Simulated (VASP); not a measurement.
# V (P6/mmm) in VASP: further runs, part 2 of 2

VASP 6.6.1. Earlier steps stand in the parts before.

### 3 Single point, revPBE (15.59 Å³/atom)

This run uses another cell than the first one, of 15.59 Å³/atom.

INCAR

```
SYSTEM = V
ALGO     = Normal         ! electronic algorithm
EDIFF    = 1E-7           ! SCF threshold, eV
ENCUT    = 520            ! plane-wave cutoff, eV
GGA      = RE             ! functional
ISIF     = 2              ! what is computed and relaxed
ISMEAR   = -1             ! smearing method
LASPH    = .True.         ! aspherical terms in the spheres
LCHARG   = .False.        ! write CHGCAR
LREAL    = .False.        ! projectors in reciprocal space
LWAVE    = .False.        ! write WAVECAR
NBANDS   = 26             ! bands
NELM     = 80             ! most SCF steps
PREC     = Accurate       ! precision mode
SIGMA    = 0.1            ! smearing width, eV
```

KPOINTS

```
k-points
0
Gamma
  9 9 15
  0 0 0
```

POSCAR

```
V
1.0
    4.6484437811      0.0000000000      0.0000000000
   -2.3242218905      4.0256704025      0.0000000000
    0.0000000000      0.0000000000      2.4999358792
V
3
Direct
    0.0000000000      1.0000000000      0.0000000000
    0.3333333333      0.6666666667      0.5000000000
    0.6666666667      0.3333333333      0.5000000000
```

Potentials or basis: VASP PAW PBE potentials, release 64 (V_sv).

Command:

```
> cat potpaw_PBE.64/V_sv/POTCAR > POTCAR
> mpirun -np 1 vasp_std > vasp.out
```

OUTCAR:

```text
SYSTEM = V
   EDIFF = 1E-7
   ENCUT = 520
   GGA = RE
   ISIF = 2
   ISMEAR = -1
   LASPH = .True.
   LREAL = .False.
   NELM = 80
   PREC = Accurate

 ion  position               nearest neighbor table
   1  0.000  0.000  0.000-
   2  0.333  0.667  0.500-   3 2.68   3 2.68   3 2.68
   3  0.667  0.333  0.500-   2 2.68   2 2.68   2 2.68

  LATTYP: Found a hexagonal cell.
 ALAT       =     4.6484437811
 C/A-ratio  =     0.5378006053

[... 888 lines left out ...]

  FORCE on cell =-STRESS in cart. coord.  units (eV):
  Direction    XX          YY          ZZ          XY          YZ          ZX
  --------------------------------------------------------------------------------------
  -------------------------------------------------------------------------------------
  Total       -4.3732218     -4.3732218     -4.4233906     -0.0000000      0.0000000     -0.0000000
  in kB     -149.7743420   -149.7743420   -151.4925248     -0.0000000      0.0000000     -0.0000000
  external PRESSURE =    -150.3470696 kB  Pullay stress =       0.0000000 kB

 VOLUME and BASIS-vectors are now :
 -----------------------------------------------------------------------------
  energy-cutoff  :      520.00
  volume of cell :       46.78
      direct lattice vectors                 reciprocal lattice vectors
     4.648443781  0.000000000  0.000000000     0.215125760  0.124202915  0.000000000
    -2.324221891  4.025670403  0.000000000     0.000000000  0.248405831  0.000000000
     0.000000000  0.000000000  2.499935879     0.000000000  0.000000000  0.400010260

 POSITION                                       TOTAL-FORCE (eV/Angst)
 -----------------------------------------------------------------------------------
      0.00000      0.00000      0.00000         0.000000      0.000000     -0.000000
     -0.00000      2.68378      1.24997         0.000000      0.000000      0.000000
      2.32422      1.34189      1.24997        -0.000000      0.000000     -0.000000
 -----------------------------------------------------------------------------------
    total drift:                                0.000000      0.000000     -0.000000

  FREE ENERGIE OF THE ION-ELECTRON SYSTEM (eV)
  ---------------------------------------------------
  free  energy   TOTEN  =       -25.2542706196 eV

  energy  without entropy=      -25.1059532174  energy(sigma->0) =      -25.18011192
```

stdout:

```text
POSCAR found type information on POSCAR V
 POSCAR found :  1 types and       3 ions
 scaLAPACK will be used
 -----------------------------------------------------------------------------
|                                                                             |
|                                                                             |
|     You enforced a specific xc type in the INCAR file but a different       |
|     I HOPE YOU KNOW WHAT YOU ARE DOING!                                     |
|                                                                             |
 -----------------------------------------------------------------------------

 LDA part: xc-table for (Slater+PW92), standard interpolation
 POSCAR, INCAR and KPOINTS ok, starting setup
 FFT: planning ... GRIDC
 FFT: planning ... GRID_SOFT
 FFT: planning ... GRID
 WAVECAR not read
 entering main loop
```

It took 76 s on 1 thread of AMD EPYC 9R45 (Zen 5), shared host; peak memory 0.19 GiB.

What came out:

* Free energy: -25.2543 eV
* Pressure: -15.0 GPa
* Band gap on the k mesh: zero (an odd number of electrons rules out a gap without spin polarisation)

Caveat: the cell stands under tension; the PAW data sets were made with another functional, which shifts forces and pressure a little.

### 4 Single point, revPBE

This run uses another cell than the first one, of 13.92 Å³/atom.

INCAR

```
SYSTEM = V
PREC = Accurate ; ENCUT = 520
EDIFF = 1E-6 ; ISMEAR = -1
SIGMA = 0.1 ; LREAL = .False.
LASPH = .True. ; NELM = 80
ALGO = Normal ; ISIF = 2
LWAVE = .False. ; LCHARG = .False.
GGA = RE ; NBANDS = 26
```

KPOINTS

```
Automatic mesh
0
Gamma
  11 11 17
  0 0 0
```

POSCAR

```
V
1.0
    4.4761184990      0.0000000000      0.0000000000
   -2.2380592495      3.8764323305      0.0000000000
    0.0000000000      0.0000000000      2.4072592382
V
3
Direct
    0.0000000000      1.0000000000      0.0000000000
    0.3333333333      0.6666666667      0.5000000000
    0.6666666667      0.3333333333      0.5000000000
```

Potentials or basis: VASP PAW PBE potentials, release 64 (V_sv).

Command:

```
> cat potpaw_PBE.64/V_sv/POTCAR > POTCAR
> mpirun -np 1 vasp_std > vasp.out
```

OUTCAR:

```text
SYSTEM = V
   PREC = Accurate
   ENCUT = 520
   EDIFF = 1E-6
   ISMEAR = -1
   LREAL = .False.
   LASPH = .True.
   NELM = 80
   ISIF = 2
   GGA = RE

 ion  position               nearest neighbor table
   1  0.000  0.000  0.000-   2 2.85   3 2.85   2 2.85   3 2.85   3 2.85   3 2.85   2 2.85   2 2.85
                             3 2.85   3 2.85   2 2.85   2 2.85
   2  0.333  0.667  0.500-   3 2.58   3 2.58   3 2.58   1 2.85   1 2.85   1 2.85   1 2.85   1 2.85
                             1 2.85
   3  0.667  0.333  0.500-   2 2.58   2 2.58   2 2.58   1 2.85   1 2.85   1 2.85   1 2.85   1 2.85
                             1 2.85

[... 895 lines left out ...]
  --------------------------------------------------------------------------------------
  -------------------------------------------------------------------------------------
  Total        0.0215042      0.0215042      0.1229043      0.0000000      0.0000000      0.0000000
  in kB        0.8248554      0.8248554      4.7143405      0.0000000      0.0000000      0.0000000
  external PRESSURE =       2.1213504 kB  Pullay stress =       0.0000000 kB

 VOLUME and BASIS-vectors are now :
 -----------------------------------------------------------------------------
  energy-cutoff  :      520.00
  volume of cell :       41.77
      direct lattice vectors                 reciprocal lattice vectors
     4.476118499  0.000000000  0.000000000     0.223407848  0.128984581  0.000000000
    -2.238059250  3.876432331  0.000000000     0.000000000  0.257969162  0.000000000
     0.000000000  0.000000000  2.407259238     0.000000000  0.000000000  0.415410183

 POSITION                                       TOTAL-FORCE (eV/Angst)
 -----------------------------------------------------------------------------------
      0.00000      0.00000      0.00000         0.000000      0.000000     -0.000000
     -0.00000      2.58429      1.20363        -0.000000      0.000000      0.000000
      2.23806      1.29214      1.20363         0.000000     -0.000000     -0.000000
 -----------------------------------------------------------------------------------
    total drift:                                0.000000      0.000000     -0.000000

  FREE ENERGIE OF THE ION-ELECTRON SYSTEM (eV)
  ---------------------------------------------------
  free  energy   TOTEN  =       -25.5090897420 eV

  energy  without entropy=      -25.3809858268  energy(sigma->0) =      -25.44503778
```

Run time: 89 s. Hardware: 1 thread of AMD EPYC 9R45 (Zen 5), shared host; peak memory 0.21 GiB.

Results:

* Free energy: -25.5091 eV
* Pressure: 0.2 GPa
* Band gap on the k mesh: zero (an odd number of electrons rules out a gap without spin polarisation)

Stress tensor (GPa, compression positive):
```
0.08 0.00 0.00
0.00 0.08 0.00
0.00 0.00 0.47
```

Caveat: the PAW data sets were made with another functional, which shifts forces and pressure a little.

### 5 Summary

| cell | k mesh | gap on the mesh (eV) | pressure (GPa) |
| --- | --- | --- | --- |
| a = 4.592, b = 4.592, c = 2.470 Å, angles 90.0, 90.0, 120.0°, 3 atoms | 9 × 9 × 15 | none | -10.9 |
| a = 4.648, b = 4.648, c = 2.500 Å, angles 90.0, 90.0, 120.0°, 3 atoms | 9 × 9 × 15 | none | -15.0 |
| a = 4.476, b = 4.476, c = 2.407 Å, angles 90.0, 90.0, 120.0°, 3 atoms | 11 × 11 × 17 | none | 0.2 |

Alike in all rows: task single point; level revPBE; potentials or basis VASP PAW PBE potentials, release 64 (V_sv); no spin polarisation; cutoff (eV) 520; smearing fermi-dirac 0.1 eV.

Caveats: the PAW data sets were made with another functional, which shifts forces and pressure a little; the cell stands under tension (at least some runs).

Total energies depend on the potentials used, so only differences within one code and one set of settings carry meaning.
